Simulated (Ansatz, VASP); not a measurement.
Rh: VASP beside Ansatz

POSCAR

```
Rh
1.0
    2.7390885627      0.0000000000      0.0000000000
   -1.3695442813      2.3721202785      0.0000000000
    0.0000000000      0.0000000000      4.4142153766
Rh
2
Direct
    0.3333333333      0.6666666667      0.2500000000
    0.6666666667      0.3333333333      0.7500000000
```

INCAR.step1

```
PREC     = Accurate       # precision mode
ENCUT    = 520            # plane-wave cutoff, eV
ISMEAR   = -1             # smearing method
SIGMA    = 0.1            # smearing width, eV
LREAL    = False          # projectors in reciprocal space
LASPH    = True           # aspherical terms in the spheres
NELM     = 80             # most SCF steps
NBANDS   = 22             # bands
GGA      = PE             # functional
ALGO     = Normal         # electronic algorithm
EDIFF    = 1E-4           # SCF threshold, eV
LWAVE    = True           # write WAVECAR
LCHARG   = False          # write CHGCAR
```

The input INCAR.step2:

```
PREC     = Accurate       # precision mode
ENCUT    = 520            # plane-wave cutoff, eV
EDIFF    = 1E-7           # SCF threshold, eV
ISMEAR   = -1             # smearing method
SIGMA    = 0.1            # smearing width, eV
LREAL    = False          # projectors in reciprocal space
LASPH    = True           # aspherical terms in the spheres
NELM     = 80             # most SCF steps
ALGO     = Normal         # electronic algorithm
ISIF     = 2              # what is computed and relaxed
LWAVE    = False          # write WAVECAR
LCHARG   = True           # write CHGCAR
METAGGA  = R2SCAN         # meta-GGA
LMIXTAU  = True         
LELF     = True           # ELF
LVHAR    = True         
NBANDS   = 22             # bands
ISTART   = 1
```

File KPOINTS:

```
Automatic mesh
0
Gamma
  15 15 8
```

Input for Ansatz:

```yaml
crystal:
  lattice:
    - [2.7390885627, 0.0, 0.0]
    - [-1.3695442813, 2.3721202785, 0.0]
    - [0.0, 0.0, 4.4142153766]
  atoms:
    - { symbol: Rh, position: [0.3333333333, 0.6666666667, 0.25] }
    - { symbol: Rh, position: [0.6666666667, 0.3333333333, 0.75] }
hamiltonian:
  xc: r2scan
  pseudopotentials:
    kind: paw
    azcp:
      Rh: "pseudopotentials/Rh.paw.azcp"
basis:
  ecutwfc: 500
  fft_grid_basis: typed
kpoints:
  mp_grid: { grid: [15, 15, 8], shift: [0, 0, 0] }
magnetization:
  spin_polarized: false
scf:
  occupations: { method: fermi_dirac, width: 0.1 }
  lower_state_search: "off"
output:
  stress: true
```

Alike in both runs: task single point; functional r2SCAN; k mesh 15 × 15 × 8; occupations fermi-dirac, width 0.1 eV; no spin polarisation.

|  | VASP | Ansatz |
| --- | --- | --- |
| version | VASP 6.6.1 | Ansatz 0.2.0 |
| potentials or method | VASP PAW PBE potentials, release 64 (Rh_pv), cutoff 520 eV | plane waves (500 eV) with PAW, scalar-relativistic |
| valence electrons in the cell | 30 | 34 |

```tsv
	VASP	Ansatz	Ansatz less VASP
pressure (GPa)	-8.9	-9.8	-0.99
traceless stress, the component that is largest in VASP (GPa)	-0.38	-0.42	-0.035
```

VASP's potentials were made for PBE, not for r2SCAN. With one functional, cell and mesh, what is left measures potentials, basis and numerics. VASP's potentials hold 30 valence electrons a cell and Ansatz's 34, so a difference there can come from the potentials and not from the codes.
